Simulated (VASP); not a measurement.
# Te (Imma) in VASP: further runs

The runs below take Te through single point, with r2SCAN.

Everything below comes from runs of VASP 6.6.1. Logs are shortened: lines on timing, memory, paths and dates and some standing lists are left out, and cuts for length are marked.

### Step 1. The cell of the first run

The structure is orthorhombic, space group Imma (No. 74). Conventional cell: a = 6.013 Å, b = 7.879 Å, c = 3.121 Å, α = 90.00°, β = 90.00°, γ = 90.00°. Within 4.0 Å of Te (site symmetry mm2) lie 4 Te at 3.01 to 3.12 Å.

### Step 2. Single point, r2SCAN

Input file POSCAR:

```
Te
1.0
   -3.0062879966      3.9395177215      1.5603239164
    3.0062879966     -3.9395177215      1.5603239164
    3.0062879966      3.9395177215     -1.5603239164
Te
2
Direct
    0.9990710000      0.2490710000      0.7500000000
    0.0009290000      0.7509290000      0.2500000000
```

Input file INCAR.step1:

```
  PREC = Accurate
  ENCUT = 520
  ISMEAR = 1
  SIGMA = 0.1
  LREAL = F
  LASPH = T
  NELM = 60
  NBANDS = 13
  GGA = PE
  ALGO = Normal
  EDIFF = 1E-4
  LWAVE = T
  LCHARG = F
```

Input file INCAR.step2:

```
  PREC = Accurate
  ENCUT = 520
  EDIFF = 1E-6
  ISMEAR = 1
  SIGMA = 0.1
  LREAL = F
  LASPH = T
  NELM = 60
  ALGO = Normal
  ISIF = 2
  LWAVE = F
  LCHARG = F
  METAGGA = R2SCAN
  LMIXTAU = T
  NBANDS = 13
  ISTART = 1
```

Input file KPOINTS:

```
regular mesh
0
Gamma
  11 11 11
```

Potentials or basis: VASP PAW PBE potentials, release 64 (Te).

Command:

```sh
> cat potpaw_PBE.64/Te/POTCAR > POTCAR
> cp INCAR.step1 INCAR
> mpirun -np 1 vasp_std > vasp.out
> cp INCAR.step2 INCAR
> mpirun -np 1 vasp_std > vasp.out
```

OUTCAR:

```text
PREC = Accurate
   ENCUT = 520
   EDIFF = 1E-6
   ISMEAR = 1
   LREAL = F
   LASPH = T
   NELM = 60
   ISIF = 2
   METAGGA = R2SCAN
   ISTART = 1

 ion  position               nearest neighbor table
   1  0.999  0.249  0.750-   2 3.01   2 3.01
   2  0.001  0.751  0.250-   1 3.01   1 3.01

  LATTYP: Found a body centered orthorhombic cell.
 ALAT       =     3.1206478328
 B/A-ratio  =     1.9267076310
 C/A-ratio  =     2.5248076249

  Lattice vectors:

 A1 = (   3.0062879966,  -3.9395177215,   1.5603239164)
 A2 = (  -3.0062879966,  -3.9395177215,  -1.5603239164)
 A3 = (   3.0062879966,   3.9395177215,  -1.5603239164)

Analysis of symmetry for initial positions (statically):
=====================================================================
 Subroutine PRICEL returns:
 Original cell was already a primitive cell.

 Routine SETGRP: Setting up the symmetry group for a
 body centered orthorhombic supercell.

 Subroutine GETGRP returns: Found  8 space group operations
 (whereof  4 operations were pure point group operations)
 out of a pool of  8 trial point group operations.

The static configuration has the point symmetry C_2h.
 The point group associated with its full space group is D_2h.

Analysis of symmetry for dynamics (positions and initial velocities):
=====================================================================
 Subroutine PRICEL returns:
 Original cell was already a primitive cell.

 Routine SETGRP: Setting up the symmetry group for a
 body centered orthorhombic supercell.

 Subroutine GETGRP returns: Found  8 space group operations
 (whereof  4 operations were pure point group operations)
 out of a pool of  8 trial point group operations.

The dynamic configuration has the point symmetry C_2h.
 The point group associated with its full space group is D_2h.

 Subroutine INISYM returns: Found  8 space group operations
 (whereof  4 operations are pure point group operations),
 and found     1 'primitive' translations

----------------------------------------------------------------------------------------

                                     Primitive cell

  volume of cell :      73.9177

  direct lattice vectors                    reciprocal lattice vectors
    -3.006287997  3.939517722  1.560323916     0.000000000  0.126919089  0.320446283
     3.006287997 -3.939517722  1.560323916     0.166318064  0.000000000  0.320446283
     3.006287997  3.939517722 -1.560323916     0.166318064  0.126919089  0.000000000

  length of vectors
     5.195399707  5.195399707  5.195399707     0.344665455  0.361036728  0.209213177

  position of ions in fractional coordinates (direct lattice)
     0.999071000  0.249071000  0.750000000
     0.000929000  0.750929000  0.250000000

  ion indices of the primitive-cell ions
   primitive index   ion index
                 1           1
                 2           2

----------------------------------------------------------------------------------------

 KPOINTS: regular mesh

Automatic generation of k-mesh.
 Grid dimensions read from file:
 generate k-points for:   11   11   11

 Generating k-lattice:

  Cartesian coordinates                     Fractional coordinates (reciprocal lattice)
     0.000000000  0.011538099  0.029131480     0.090909091  0.000000000  0.000000000
     0.015119824  0.000000000  0.029131480     0.000000000  0.090909091 -0.000000000
     0.015119824  0.011538099  0.000000000     0.000000000 -0.000000000  0.090909091

  Length of vectors
     0.031333223  0.032821521  0.019019380

  Shift w.r.t. Gamma in fractional coordinates (k-lattice)
     0.000000000  0.000000000  0.000000000

 Subroutine IBZKPT returns following result:
 ===========================================

 Found    216 irreducible k-points:

 Following reciprocal coordinates:
            Coordinates               Weight
  0.000000  0.000000  0.000000      1.000000
  0.090909  0.000000 -0.000000      4.000000
  0.181818 -0.000000  0.000000      4.000000
  0.272727  0.000000  0.000000      4.000000
  0.363636 -0.000000  0.000000      4.000000
  0.454545 -0.000000  0.000000      4.000000
[... 16 lines left out ...]
  0.454545  0.181818  0.000000      8.000000
 -0.454545  0.181818 -0.000000      8.000000
 [... further k-points ...]
   k-points           NKPTS =    216   k-points in BZ     NKDIM =    216   number of bands    NBANDS=     13
   number of dos      NEDOS =    301   number of ions     NIONS =      2
   total plane-waves  NPLWV =  64000
   dimension x,y,z NGX =    40 NGY =   40 NGZ =   40
   dimension x,y,z NGXF=    80 NGYF=   80 NGZF=   80
   ions per type =               2
   NGX,Y,Z   is equivalent  to a cutoff of  12.80, 12.80, 12.80 a.u.
   NGXF,Y,Z  is equivalent  to a cutoff of  25.60, 25.60, 25.60 a.u.
 SYSTEM =  unknown system
   PREC   = accura    normal or accurate (medium, high low for compatibility)
   ISTART =      1    job   : 0-new  1-cont  2-samecut
   ICHARG =      0    charge: 1-file 2-atom 10-const
   ISPIN  =      1    spin polarized calculation?
   LNONCOLLINEAR =      F non collinear calculations
   LSORBIT =      F    spin-orbit coupling
   LASPH  =      T    aspherical Exc in radial PAW
   ENCUT  =  520.0 eV  38.22 Ry    6.18 a.u.   9.66  9.66  9.66*2*pi/ulx,y,z
   NELM   =     60;   NELMIN=  2; NELMDL=  0     # of ELM steps
   EDIFF  = 0.1E-05   stopping-criterion for ELM
   LREAL  =      F    real-space projection
   EDIFFG = 0.1E-04   stopping-criterion for IOM
   NSW    =      0    number of steps for IOM
   IBRION =     -1    ionic relax: 0-MD 1-quasi-New 2-CG
   NFREE  =      0    steps in history (QN), initial steepest desc. (CG)
   ISIF   =      2    stress and relaxation
   ISYM   =      2    0-nonsym 1-usesym 2-fastsym
   POTIM  = 0.5000    time-step for ionic-motion
   TEBEG  =    0.0;   TEEND  =   0.0 temperature during run
   PSTRESS=    0.0 pullay stress
   NELECT =      12.0000    total number of electrons
   NUPDOWN=      -1.0000    fix difference up-down
   EMIN   =  10.00;   EMAX   =-10.00  energy-range for DOS
   EFERMI =   0.00;   METHOD = LEGACY
   ISMEAR =     1;   SIGMA  =   0.10  broadening in eV -4-tet -1-fermi 0-gaus
   EFERMI_NEDOS =   21; number of points for ismear=-14 and -15
   IALGO  =     38    algorithm
   IMIX   =      4    mixing-type and parameters
     AMIX     =   0.40;   BMIX     =  1.00
     AMIX_MAG =   1.60;   BMIX_MAG =  1.00
  volume/ion in A,a.u.               =      36.96       249.41
  Fermi-wavevector in a.u.,A,eV,Ry     =   0.893071  1.687659 10.851667  0.797575
  Thomas-Fermi vector in A             =   2.015101
   LORBIT       =      0    0 simple, 1 ext, 2 COOP (PROOUT), +10 PAW based schemes
   METAGGA = R2SCAN    functional components
   LHFCALC =     F    Hartree Fock is set to
   AEXX    =    0.0000 exact exchange contribution
   IVDW    =     0    specifies the selected vdW correction
   LEPSILON=     F    determine dielectric tensor
   LRPA    =     F    only Hartree local field effects (RPA)
 non-spin polarized calculation
 Methfessel and Paxton  Order N= 1 SIGMA  =   0.10
  energy-cutoff  :      520.00
  volume of cell :       73.92
 maximum number of plane-waves:      2010
   NGX = 19   NGY = 19   NGZ = 19

 number of electron      12.0000000 magnetization

 Free energy of the ion-electron system (eV)
  ---------------------------------------------------
  ext. energy  EPLUGINS =         0.00000000
  ---------------------------------------------------
  free energy    TOTEN  =       -50.45402587 eV

  energy without entropy =      -50.45337287  energy(sigma->0) =      -50.45380821

 E-fermi :   4.4072     XC(G=0):  -9.0952

 val. band max:        4.4047406003   @ k =   0.4545  -0.3636   0.2727
 cond. band min:       4.4320968481   @ k =   0.1818   0.2727   0.0000
 fundamental gap:      0.0273562478
 Fermi energy:         4.4071544065

 k-point     1 :       0.0000    0.0000    0.0000
  band No.  band energies     occupation
      1      -9.0413      2.00000
      2      -5.9977      2.00000
      3      -1.0266      2.00000
      4       2.4438      2.00000
      5       2.8319      2.00000
      6       7.3210      0.00000
      7       8.0197      0.00000
      8       8.0797      0.00000
      9       8.9422      0.00000
     10       9.0432      0.00000
     11      12.4872      0.00000
     12      14.4497      0.00000
     13      15.3962      0.00000

 k-point     2 :       0.0909    0.0000   -0.0000
  band No.  band energies     occupation
      1      -8.9185      2.00000
      2      -5.8892      2.00000
      3      -0.9384      2.00000
      4       2.6028      2.00000
      5       2.8319      2.00000
      6       6.1690     -0.00000
      7       7.9853      0.00000
      8       8.1870      0.00000
      9       8.1922      0.00000
     10       9.2074      0.00000
     11      13.1560      0.00000
     12      14.5234      0.00000
     13      15.1575      0.00000

 k-point     3 :       0.1818   -0.0000    0.0000
  band No.  band energies     occupation
      1      -8.5591      2.00000
      2      -5.5692      2.00000
      3      -0.6866      2.00000
      4       2.8382      2.00000
      5       3.0638      2.00000
      6       4.0740      2.00003
      7       5.9671     -0.00000
      8       8.5127      0.00000
      9       8.6789      0.00000
     10       9.8852      0.00000
     11      12.3660      0.00000
     12      13.3241      0.00000
     13      13.8431      0.00000

 k-point     4 :       0.2727    0.0000    0.0000
  band No.  band energies     occupation
      1      -7.9986      2.00000
      2      -5.0618      2.00000
      3      -0.3149      2.00000
      4       1.9006      2.00000
      5       2.9944      2.00000
      6       3.6818      2.00000
      7       4.0343      2.00000
      8       8.9843      0.00000
      9       9.3939      0.00000
     10      10.3551      0.00000
     11      10.6605      0.00000
     12      12.3992      0.00000
     13      14.4951      0.00000

 k-point     5 :       0.3636   -0.0000    0.0000
  band No.  band energies     occupation
      1      -7.3337      2.00000
      2      -4.4441      2.00000
      3       0.0848      2.00000
      4       0.1750      2.00000
      5       2.2093      2.00000
      6       3.0970      2.00000
      7       4.6432     -0.00422
      8       8.9768      0.00000
      9       9.4920      0.00000
     10       9.6821      0.00000
     11      10.8382      0.00000
     12      13.4570      0.00000
     13      13.5197      0.00000
[... 257 lines left out ...]
 k-point    22 :       0.3636    0.1818    0.0000
  band No.  band energies     occupation
      1      -6.6430      2.00000
      2      -4.4190      2.00000
      3      -0.8073      2.00000
      4       0.9063      2.00000
      5       1.1370      2.00000
      6       3.0945      2.00000
      7       5.1846     -0.00000
      8       8.6057      0.00000
      9       8.8116      0.00000
     10       9.5901      0.00000
     11      11.6172      0.00000
     12      12.9830      0.00000
     13      15.1472      0.00000

 k-point    23 :       0.4545    0.1818    0.0000
  band No.  band energies     occupation
      1      -7.1249      2.00000
      2      -4.9436      2.00000
      3       0.2065      2.00000
      4       0.7234      2.00000
      5       2.0592      2.00000
      6       2.7353      2.00000
      7       4.8093     -0.00000
      8       8.2583      0.00000
      9       9.5499      0.00000
     10      10.2569      0.00000
     11      11.9100      0.00000
     12      12.6840      0.00000
     13      15.2581      0.00000

 k-point    24 :      -0.4545    0.1818   -0.0000
  band No.  band energies     occupation
      1      -7.7812      2.00000
      2      -5.5547      2.00000
      3       0.2993      2.00000
      4       1.8341      2.00000
      5       2.5629      2.00000
      6       3.6225      2.00000
      7       4.1309      2.00066
      8       7.7274      0.00000
      9      10.3401      0.00000
     10      11.1160      0.00000
     11      11.5354      0.00000
     12      13.9942      0.00000
     13      14.0676      0.00000

 [... further k-points ...]

------------------------ aborting loop because EDIFF is reached ----------------------------------------

  FORCE on cell =-STRESS in cart. coord.  units (eV):
  Direction    XX          YY          ZZ          XY          YZ          ZX
  --------------------------------------------------------------------------------------
  -------------------------------------------------------------------------------------
  Total       -1.4615878     -0.3099277     -0.8711348      0.0000000     -0.0000000      0.0000000
  in kB      -31.6801411     -6.7177312    -18.8819814      0.0000000     -0.0000000      0.0000000
  external PRESSURE =     -19.0932846 kB  Pullay stress =       0.0000000 kB

 VOLUME and BASIS-vectors are now :
 -----------------------------------------------------------------------------
  energy-cutoff  :      520.00
  volume of cell :       73.92
      direct lattice vectors                 reciprocal lattice vectors
    -3.006287997  3.939517722  1.560323916     0.000000000  0.126919089  0.320446283
     3.006287997 -3.939517722  1.560323916     0.166318064  0.000000000  0.320446283
     3.006287997  3.939517722 -1.560323916     0.166318064  0.126919089  0.000000000

 POSITION                                       TOTAL-FORCE (eV/Angst)
 -----------------------------------------------------------------------------------
      0.00000      5.90928      0.77726         0.000000     -0.000000      0.003478
      3.00629     -1.96976      0.78306        -0.000000      0.000000     -0.003478
 -----------------------------------------------------------------------------------
    total drift:                                0.000000     -0.000000      0.000000

  FREE ENERGIE OF THE ION-ELECTRON SYSTEM (eV)
  ---------------------------------------------------
  free  energy   TOTEN  =       -50.4540258740 eV

  energy  without entropy=      -50.4533728718  energy(sigma->0) =      -50.45380821
```

Wall time 6.5 min (1 thread of Intel Xeon 6975P-C (Granite Rapids), shared host); peak memory 0.37 GiB.

What came out:

| Item | Value |
| --- | --- |
| Free energy | -50.4540 eV |
| Pressure | -1.9 GPa |
| Largest force | 0.003 eV/Å |
| Band gap on the k mesh | zero (bands 6 and 7 overlap by 3.90 eV) |

Forces in eV/Å, atoms in the order of the input:
```
Te   0.000  0.000  0.003
Te   0.000  0.000 -0.003
```

Stress tensor (GPa, compression positive):
```
-3.17  0.00  0.00
 0.00 -0.67  0.00
 0.00  0.00 -1.89
```

Levels at points of the mesh, in eV from the Fermi level:
| k point | band 4 | band 5 | band 6 | band 7 | band 8 | band 9 |
| --- | --- | --- | --- | --- | --- | --- |
| (0.00, 0.00, 0.00) | -1.96 | -1.58 | 2.91 | 3.61 | 3.67 | 4.54 |

Caveat: the PAW data sets were made with another functional, which shifts forces and pressure a little; spin-orbit coupling is left out, which moves the levels of the heavy elements.

### Step 3. Single point, r2SCAN

This run uses another cell than the first one, of 37.84 Å³/atom.

Input file POSCAR:

```
Te
1.0
   -3.0299605303      3.9705388233      1.5726104373
    3.0299605303     -3.9705388233      1.5726104373
    3.0299605303      3.9705388233     -1.5726104373
Te
2
Direct
    0.9990710000      0.2490710000      0.7500000000
    0.0009290000      0.7509290000      0.2500000000
```

Input file INCAR.step1:

```
SYSTEM = Te
PREC = Accurate
ENCUT = 520
ISMEAR = 1
SIGMA = 0.1
LREAL = .False.
LASPH = .True.
NELM = 80
NBANDS = 13
GGA = PE
ALGO = Normal
EDIFF = 1E-4
LWAVE = .True.
LCHARG = .False.
```

Input file INCAR.step2:

```
SYSTEM = Te
PREC = Accurate
ENCUT = 520
EDIFF = 1E-6
ISMEAR = 1
SIGMA = 0.1
LREAL = .False.
LASPH = .True.
NELM = 80
ALGO = Normal
ISIF = 2
LWAVE = .False.
LCHARG = .False.
METAGGA = R2SCAN
LMIXTAU = .True.
NBANDS = 13
ISTART = 1
```

Input file KPOINTS:

```
Automatic mesh
0
Gamma
  11 11 11
  0 0 0
```

Potentials or basis: VASP PAW PBE potentials, release 64 (Te).

Command:

```sh
> cat potpaw_PBE.64/Te/POTCAR > POTCAR
> cp INCAR.step1 INCAR
> mpirun -np 1 vasp_std > vasp.out
> cp INCAR.step2 INCAR
> mpirun -np 1 vasp_std > vasp.out
```

It took 6.3 min on 1 thread of Intel Xeon 6975P-C (Granite Rapids), shared host; peak memory 0.38 GiB.

The run converged. Its results:

| Item | Value |
| --- | --- |
| Free energy | -50.4285 eV |
| Pressure | -2.7 GPa |
| Largest force | 0.004 eV/Å |
| Band gap on the k mesh | zero (bands 6 and 7 overlap by 3.77 eV) |

Forces in eV/Å, atoms in the order of the input:
```
Te   0.000  0.000  0.004
Te   0.000  0.000 -0.004
```

Stress tensor (GPa, compression positive):
```
-4.37  0.00  0.00
 0.00 -0.80  0.00
 0.00  0.00 -3.04
```

Levels at points of the mesh, in eV from the Fermi level:
```
           k point  band 3  band 4  band 5  band 6  band 7  band 8  band 9  band 10
(0.00, 0.00, 0.00)   -5.29   -1.89   -1.53    2.82    3.57    3.70    4.47     4.58
```

Caveat: the PAW data sets were made with another functional, which shifts forces and pressure a little; spin-orbit coupling is left out, which moves the levels of the heavy elements.

[end of part 1 of 2]
